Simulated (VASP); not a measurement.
Runs of VASP 6.6.1 on BN. The structure is that of space group P6_3mc (No. 186), or close to it. The cells are those of the table. 

```csv
task,cell,gap on the mesh (eV),pressure (GPa)
single point,"a = 2.566, b = 2.566, c = 4.177 Å, angles 90.0, 90.0, 120.0°, 4 atoms",5.05,(a)
relaxation of the atoms,"atoms relaxed from a = 2.566, b = 2.566, c = 4.198 Å, angles 90.0, 90.0, 120.0°, 4 atoms",5.03,-6.1
single point,"a = 2.566, b = 2.566, c = 4.198 Å, angles 90.0, 90.0, 120.0°, 4 atoms",5.03,-6.1
relaxation of the atoms,"atoms relaxed from a = 2.566, b = 2.566, c = 4.200 Å, angles 90.0, 90.0, 120.0°, 4 atoms",5.03,-6.3
relaxation of the atoms,"atoms relaxed from a = 2.566, b = 2.566, c = 4.304 Å, angles 90.0, 90.0, 120.0°, 4 atoms",5.00,-14.8
```

Alike in all rows: level PBEsol; potentials or basis VASP PAW PBE potentials, release 64 (B, N); no spin polarisation; k mesh 9 × 9 × 6; cutoff (eV) 520; smearing gaussian 0.02 eV.

**Question.** Fill in the values left out.

**Answer.** (a) -4.3.

Caveats: the PAW data sets were made with another functional, which shifts forces and pressure a little; an odd mesh through Γ misses points on the zone boundary, where band edges can lie; the cell stands under tension (at least some runs); the relaxation stopped at its first step, so nothing moved (at least some runs).
